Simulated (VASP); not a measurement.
The system is Sc.

```
Sc
1.0
     3.33091    0.00000    0.00000
    -1.66546    2.88466    0.00000
     0.00000    0.00000    5.30822
Sc
2
Direct
  0.66667 0.33333 0.75000
  0.33333 0.66667 0.25000
```

Base run:

| Quantity | Value |
| --- | --- |
| Program | VASP 6.6.1 |
| Functional | PBE |
| Potentials or basis | VASP PAW PBE potentials, release 64 (Sc_sv) |
| Cutoff | 520 eV |
| k mesh | 9 × 9 × 5 |
| Occupations | fermi-dirac, width 0.05 eV |
| Spin | no spin polarisation |

Its results: band gap on the k mesh zero (bands 11 and 12 overlap by 1.07 eV); pressure -1.7 GPa.

Question: The run is repeated on the same cell with these changes: functional from PBE to PBEsol. What comes out?

Answer: Band gap on the k mesh zero (bands 11 and 12 overlap by 1.08 eV); pressure -3.7 GPa.

PBEsol binds more tightly than PBE, so the same cell stands under less pressure.

Caveats: the cell stands under tension (at least some runs); the PAW data sets were made with another functional, which shifts forces and pressure a little (at least some runs).
